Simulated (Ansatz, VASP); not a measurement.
## One calculation of AlCo, two programs

```
Al Co
1.0
     3.09815    0.00000    0.00000
     0.00000    3.09815    0.00000
     0.00000    0.00000    2.41656
Al Co
1 1
Direct
  0.00000 0.00000 0.00000
  0.50000 0.50000 0.50000
```

Alike in both runs: task single point; functional PBE; k mesh 24 × 24 × 24; occupations gaussian, width 0.15 eV; no spin polarisation.

|  | VASP | Ansatz |
| --- | --- | --- |
| version | VASP 6.6.1 | Ansatz 0.2.0 |
| potentials or method | VASP PAW PBE potentials, release 64 (Al, Co), cutoff 520 eV | scalar-relativistic, plane waves, PAW |
| valence electrons in the cell | 12 | 20 |

```csv
,VASP,Ansatz,Ansatz less VASP
gap on the k mesh at the Fermi level (eV),none,none,-
pressure (GPa),9.7,9.9,+0.16
"traceless stress, the component that is largest in VASP (GPa)",41.59,41.68,+0.092
```

A gap of «none» marks a metal or a gap that the smearing closes. With one functional, cell and mesh, what is left measures potentials, basis and numerics. VASP's potentials hold 12 valence electrons a cell and Ansatz's 20, so a difference there can come from the potentials and not from the codes.
